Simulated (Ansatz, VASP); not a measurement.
**One calculation of CoBi, two programs**

```
CELL_PARAMETERS angstrom
0.00000 2.72265 2.72265
2.72265 0.00000 2.72265
2.72265 2.72265 0.00000
ATOMIC_POSITIONS crystal
Co 0.00000 0.00000 0.00000
Bi 0.50000 0.50000 0.50000
```

Change from the starting cell: volume scaled by 1.025.

Alike in both runs: task single point; functional PBE; k mesh 13 × 13 × 13; occupations fermi-dirac, width 0.05 eV; collinear spin.

```csv
,VASP,Ansatz
version,VASP 6.6.1,Ansatz 0.2.0
potentials or method,"VASP PAW PBE potentials, release 64 (Co, Bi_d), cutoff 520 eV","all-electron LAPW, scalar-relativistic"
```

|  | VASP | Ansatz | Ansatz less VASP |
| --- | --- | --- | --- |
| pressure (GPa) | -2.0 | -1.9 | +0.12 |
| net moment per atom (μB) | 0.30 | 0.31 | +0.008 |
| size of the moment on the site where the two differ most (μB) | 0.66 | 0.69 | +0.030 |

Site moments also hang on the region over which each program counts them. Ansatz ran all-electron here, and VASP with PAW potentials.

Neither program's run includes spin-orbit coupling.
